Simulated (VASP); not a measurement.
# SiC (rock salt) (Fm-3m) in VASP: single point with PBE

Aim: the single point of SiC (rock salt) with PBE.

Program: VASP 6.6.1. These are calculated values, not measurements. Logs are shortened: lines on timing, memory, paths and dates and some standing lists are left out, and cuts for length are marked.

## 1. The cell of the first run

The structure is cubic, space group Fm-3m (No. 225). Conventional cell: a = 4.080 Å, b = 4.080 Å, c = 4.080 Å, α = 90.00°, β = 90.00°, γ = 90.00°. Si (site symmetry m-3m) has 6 C at 2.04 Å within 2.7 Å. C (site symmetry m-3m) has 6 Si at 2.04 Å within 2.7 Å.

## 2. Single point, PBE (volume scaled by 1.03)

Contents of INCAR:

```
PREC = Accurate ; ENCUT = 520
EDIFF = 1E-7 ; ISMEAR = 0
SIGMA = 0.05 ; LREAL = F
LASPH = T ; NELM = 80
ALGO = Normal ; ISIF = 2
LWAVE = F ; LCHARG = T
GGA = PE ; LELF = T
LVHAR = T ; NBANDS = 11
```

Contents of KPOINTS:

```
Automatic mesh
0
Gamma
  16 16 16
```

Contents of POSCAR:

```
SiC
1.0
    0.0000000000      2.0400013008      2.0400013008
    2.0400013008      0.0000000000      2.0400013008
    2.0400013008      2.0400013008      0.0000000000
Si C
1 1
Direct
    0.0000000000      0.0000000000      0.0000000000
    0.5000000000      0.5000000000      0.5000000000
```

Potentials or basis: VASP PAW PBE potentials, release 64 (Si, C).

Command:

```sh
> cat potpaw_PBE.64/Si/POTCAR potpaw_PBE.64/C/POTCAR > POTCAR
> mpirun -np 1 vasp_std > vasp.out
```

OUTCAR:

```text
PREC = Accurate
   ENCUT = 520
   EDIFF = 1E-7
   ISMEAR = 0
   LREAL = F
   LASPH = T
   NELM = 80
   ISIF = 2
   GGA = PE

 ion  position               nearest neighbor table
   1  0.000  0.000  0.000-   2 2.04   2 2.04   2 2.04   2 2.04   2 2.04   2 2.04
   2  0.500  0.500  0.500-   1 2.04   1 2.04   1 2.04   1 2.04   1 2.04   1 2.04

  LATTYP: Found a face centered cubic cell.
 ALAT       =     4.0800026016

  Lattice vectors:

 A1 = (   0.0000000000,   2.0400013008,   2.0400013008)
 A2 = (   2.0400013008,   0.0000000000,   2.0400013008)
 A3 = (   2.0400013008,   2.0400013008,   0.0000000000)

Analysis of symmetry for initial positions (statically):
=====================================================================
 Subroutine PRICEL returns:
 Original cell was already a primitive cell.

 Routine SETGRP: Setting up the symmetry group for a
 face centered cubic supercell.

 Subroutine GETGRP returns: Found 48 space group operations
 (whereof 48 operations were pure point group operations)
 out of a pool of 48 trial point group operations.

The static configuration has the point symmetry O_h .

Analysis of symmetry for dynamics (positions and initial velocities):
=====================================================================
 Subroutine PRICEL returns:
 Original cell was already a primitive cell.

 Routine SETGRP: Setting up the symmetry group for a
 face centered cubic supercell.

 Subroutine GETGRP returns: Found 48 space group operations
 (whereof 48 operations were pure point group operations)
 out of a pool of 48 trial point group operations.

The dynamic configuration has the point symmetry O_h .

 Subroutine INISYM returns: Found 48 space group operations
 (whereof 48 operations are pure point group operations),
 and found     1 'primitive' translations

----------------------------------------------------------------------------------------

                                     Primitive cell

  volume of cell :      16.9794

  direct lattice vectors                    reciprocal lattice vectors
     0.000000000  2.040001301  2.040001301    -0.245097883  0.245097883  0.245097883
     2.040001301  0.000000000  2.040001301     0.245097883 -0.245097883  0.245097883
     2.040001301  2.040001301  0.000000000     0.245097883  0.245097883 -0.245097883

  length of vectors
     2.884997507  2.884997507  2.884997507     0.424521986  0.424521986  0.424521986

  position of ions in fractional coordinates (direct lattice)
     0.000000000  0.000000000  0.000000000
     0.500000000  0.500000000  0.500000000

  ion indices of the primitive-cell ions
   primitive index   ion index
                 1           1
                 2           2

----------------------------------------------------------------------------------------

 KPOINTS: Automatic mesh

Automatic generation of k-mesh.
 Grid dimensions read from file:
 generate k-points for:   16   16   16

 Generating k-lattice:

  Cartesian coordinates                     Fractional coordinates (reciprocal lattice)
    -0.015318618  0.015318618  0.015318618     0.062500000  0.000000000  0.000000000
     0.015318618 -0.015318618  0.015318618     0.000000000  0.062500000  0.000000000
     0.015318618  0.015318618 -0.015318618     0.000000000  0.000000000  0.062500000

  Length of vectors
     0.026532624  0.026532624  0.026532624

  Shift w.r.t. Gamma in fractional coordinates (k-lattice)
     0.000000000  0.000000000  0.000000000

 Subroutine IBZKPT returns following result:
 ===========================================

 Found    145 irreducible k-points:

 Following reciprocal coordinates:
            Coordinates               Weight
  0.000000  0.000000  0.000000      1.000000
  0.062500  0.000000  0.000000      8.000000
  0.125000  0.000000  0.000000      8.000000
  0.187500  0.000000  0.000000      8.000000
  0.250000  0.000000  0.000000      8.000000
  0.312500  0.000000  0.000000      8.000000
[... 16 lines left out ...]
 -0.125000  0.062500  0.000000     24.000000
 -0.062500  0.062500  0.000000     12.000000
 [... further k-points ...]
   k-points           NKPTS =    145   k-points in BZ     NKDIM =    145   number of bands    NBANDS=     11
   number of dos      NEDOS =    301   number of ions     NIONS =      2
   total plane-waves  NPLWV =  13824
   dimension x,y,z NGX =    24 NGY =   24 NGZ =   24
   dimension x,y,z NGXF=    48 NGYF=   48 NGZF=   48
   ions per type =               1   1
   NGX,Y,Z   is equivalent  to a cutoff of  13.83, 13.83, 13.83 a.u.
   NGXF,Y,Z  is equivalent  to a cutoff of  27.66, 27.66, 27.66 a.u.
 SYSTEM =  unknown system
   PREC   = accura    normal or accurate (medium, high low for compatibility)
   ISTART =      0    job   : 0-new  1-cont  2-samecut
   ICHARG =      2    charge: 1-file 2-atom 10-const
   ISPIN  =      1    spin polarized calculation?
   LNONCOLLINEAR =      F non collinear calculations
   LSORBIT =      F    spin-orbit coupling
   LASPH  =      T    aspherical Exc in radial PAW
   ENCUT  =  520.0 eV  38.22 Ry    6.18 a.u.   5.36  5.36  5.36*2*pi/ulx,y,z
   NELM   =     80;   NELMIN=  2; NELMDL= -5     # of ELM steps
   EDIFF  = 0.1E-06   stopping-criterion for ELM
   LREAL  =      F    real-space projection
   EDIFFG = 0.1E-05   stopping-criterion for IOM
   NSW    =      0    number of steps for IOM
   IBRION =     -1    ionic relax: 0-MD 1-quasi-New 2-CG
   NFREE  =      0    steps in history (QN), initial steepest desc. (CG)
   ISIF   =      2    stress and relaxation
   ISYM   =      2    0-nonsym 1-usesym 2-fastsym
   POTIM  = 0.5000    time-step for ionic-motion
   TEBEG  =    0.0;   TEEND  =   0.0 temperature during run
   PSTRESS=    0.0 pullay stress
   NELECT =       8.0000    total number of electrons
   NUPDOWN=      -1.0000    fix difference up-down
   EMIN   =  10.00;   EMAX   =-10.00  energy-range for DOS
   EFERMI =   0.00;   METHOD = LEGACY
   ISMEAR =     0;   SIGMA  =   0.05  broadening in eV -4-tet -1-fermi 0-gaus
   EFERMI_NEDOS =   21; number of points for ismear=-14 and -15
   IALGO  =     38    algorithm
   IMIX   =      4    mixing-type and parameters
     AMIX     =   0.40;   BMIX     =  1.00
     AMIX_MAG =   1.60;   BMIX_MAG =  1.00
  volume/ion in A,a.u.               =       8.49        57.29
  Fermi-wavevector in a.u.,A,eV,Ry     =   1.273887  2.407298 22.079387  1.622789
  Thomas-Fermi vector in A             =   2.406686
   LORBIT       =      0    0 simple, 1 ext, 2 COOP (PROOUT), +10 PAW based schemes
   GGA     = PE    functional components
   LHFCALC =     F    Hartree Fock is set to
   AEXX    =    0.0000 exact exchange contribution
   IVDW    =     0    specifies the selected vdW correction
   LEPSILON=     F    determine dielectric tensor
   LRPA    =     F    only Hartree local field effects (RPA)
 non-spin polarized calculation
 Gauss-broadening in eV      SIGMA  =   0.05
  energy-cutoff  :      520.00
  volume of cell :       16.98
 maximum number of plane-waves:       469
 NGX is ok and might be reduce to    24
   NGX = 11   NGY = 11   NGZ = 11

 number of electron       8.0000000 magnetization

 Free energy of the ion-electron system (eV)
  ---------------------------------------------------
  ext. energy  EPLUGINS =         0.00000000
  ---------------------------------------------------
  free energy    TOTEN  =       -13.57221625 eV

  energy without entropy =      -13.57165909  energy(sigma->0) =      -13.57193767

 E-fermi :  11.9630     XC(G=0): -12.5935

 val. band max:       11.9409174476   @ k =  -0.1875   0.0625   0.0000
 cond. band min:      11.9680615226   @ k =   0.5000   0.4375   0.0625
 fundamental gap:      0.0271440750
 Fermi energy:        11.9630365652

 k-point     1 :       0.0000    0.0000    0.0000
  band No.  band energies     occupation
      1      -6.1548      2.00000
      2      12.0444      0.02131
      3      12.0444      0.02131
      4      12.0444      0.02131
      5      19.1070      0.00000
      6      20.9821      0.00000
      7      20.9821      0.00000
      8      20.9821      0.00000
      9      24.4718      0.00000
     10      24.4718      0.00000
     11      24.4718      0.00000

 k-point     2 :       0.0625    0.0000    0.0000
  band No.  band energies     occupation
      1      -6.0613      2.00000
      2      11.5106      2.00000
      3      11.9875      0.48880
      4      11.9875      0.48880
      5      19.3007      0.00000
      6      20.8316      0.00000
      7      21.1407      0.00000
      8      21.1407      0.00000
      9      23.4323      0.00000
     10      23.4323      0.00000
     11      24.4097      0.00000

 k-point     3 :       0.1250    0.0000    0.0000
  band No.  band energies     occupation
      1      -5.7812      2.00000
      2      10.1806      2.00000
      3      11.8370      1.99963
      4      11.8370      1.99963
      5      19.3173      0.00000
      6      21.0187      0.00000
      7      21.2131      0.00000
      8      21.2131      0.00000
      9      22.5497      0.00000
     10      22.5497      0.00000
     11      24.1623      0.00000

 k-point     4 :       0.1875    0.0000    0.0000
  band No.  band energies     occupation
      1      -5.3165      2.00000
      2       8.4716      2.00000
      3      11.6392      2.00000
      4      11.6392      2.00000
      5      18.9072      0.00000
      6      20.2885      0.00000
      7      20.2885      0.00000
      8      21.7519      0.00000
      9      23.1707      0.00000
     10      23.1707      0.00000
     11      23.8565      0.00000

 k-point     5 :       0.2500    0.0000    0.0000
  band No.  band energies     occupation
      1      -4.6709      2.00000
      2       6.6400      2.00000
      3      11.4402      2.00000
      4      11.4402      2.00000
      5      18.4863      0.00000
      6      19.2457      0.00000
      7      19.2457      0.00000
      8      22.2189      0.00000
      9      23.9541      0.00000
     10      24.4003      0.00000
     11      24.4003      0.00000
[... 211 lines left out ...]
 k-point    21 :      -0.2500    0.0625    0.0000
  band No.  band energies     occupation
      1      -4.3353      2.00000
      2       6.0844      2.00000
      3      10.5030      2.00000
      4      11.7309      2.00000
      5      18.4844      0.00000
      6      18.6986      0.00000
      7      18.9993      0.00000
      8      22.4218      0.00000
      9      24.0511      0.00000
     10      24.1188      0.00000
     11      26.3847      0.00000

 k-point    22 :      -0.1875    0.0625    0.0000
  band No.  band energies     occupation
      1      -5.0390      2.00000
      2       7.9011      2.00000
      3      10.7202      2.00000
      4      11.9409      1.46844
      5      19.0836      0.00000
      6      19.3784      0.00000
      7      19.9901      0.00000
      8      21.6142      0.00000
      9      22.7776      0.00000
     10      24.2907      0.00000
     11      25.0554      0.00000

 k-point    23 :      -0.1250    0.0625    0.0000
  band No.  band energies     occupation
      1      -5.5640      2.00000
      2       9.6222      2.00000
      3      11.0263      2.00000
      4      12.0769      0.00129
      5      19.5161      0.00000
      6      20.5134      0.00000
      7      20.6799      0.00000
      8      21.0599      0.00000
      9      21.8417      0.00000
     10      23.8976      0.00000
     11      24.6841      0.00000

 k-point    24 :      -0.0625    0.0625    0.0000
  band No.  band energies     occupation
      1      -5.9056      2.00000
      2      10.9545      2.00000
      3      11.4594      2.00000
      4      12.0992      0.00012
      5      19.5612      0.00000
      6      20.4807      0.00000
      7      21.2535      0.00000
      8      21.5388      0.00000
      9      21.9150      0.00000
     10      23.4040      0.00000
     11      24.7740      0.00000

 [... further k-points ...]

------------------------ aborting loop because EDIFF is reached ----------------------------------------

  FORCE on cell =-STRESS in cart. coord.  units (eV):
  Direction    XX          YY          ZZ          XY          YZ          ZX
  --------------------------------------------------------------------------------------
  -------------------------------------------------------------------------------------
  Total       -0.3910623     -0.3910623     -0.3910623     -0.0000000     -0.0000000      0.0000000
  in kB      -36.9007520    -36.9007520    -36.9007520     -0.0000000     -0.0000000      0.0000000
  external PRESSURE =     -36.9007520 kB  Pullay stress =       0.0000000 kB

 VOLUME and BASIS-vectors are now :
 -----------------------------------------------------------------------------
  energy-cutoff  :      520.00
  volume of cell :       16.98
      direct lattice vectors                 reciprocal lattice vectors
     0.000000000  2.040001301  2.040001301    -0.245097883  0.245097883  0.245097883
     2.040001301  0.000000000  2.040001301     0.245097883 -0.245097883  0.245097883
     2.040001301  2.040001301  0.000000000     0.245097883  0.245097883 -0.245097883

 POSITION                                       TOTAL-FORCE (eV/Angst)
 -----------------------------------------------------------------------------------
      0.00000      0.00000      0.00000        -0.000000     -0.000000     -0.000000
      2.04000      2.04000      2.04000         0.000000      0.000000      0.000000
 -----------------------------------------------------------------------------------
    total drift:                               -0.000000     -0.000000      0.000000

  FREE ENERGIE OF THE ION-ELECTRON SYSTEM (eV)
  ---------------------------------------------------
  free  energy   TOTEN  =       -13.5722162470 eV

  energy  without entropy=      -13.5716590935  energy(sigma->0) =      -13.57193767
```

Wall time 42 s (1 thread of AMD EPYC 7R43 (Zen 3), shared host); peak memory 0.11 GiB.

Results:

- Free energy: -13.5722 eV
- Pressure: -3.7 GPa
- Band gap on the k mesh: zero (band 4 reaches 12.13 eV, above the bottom of band 5 at 10.96 eV)
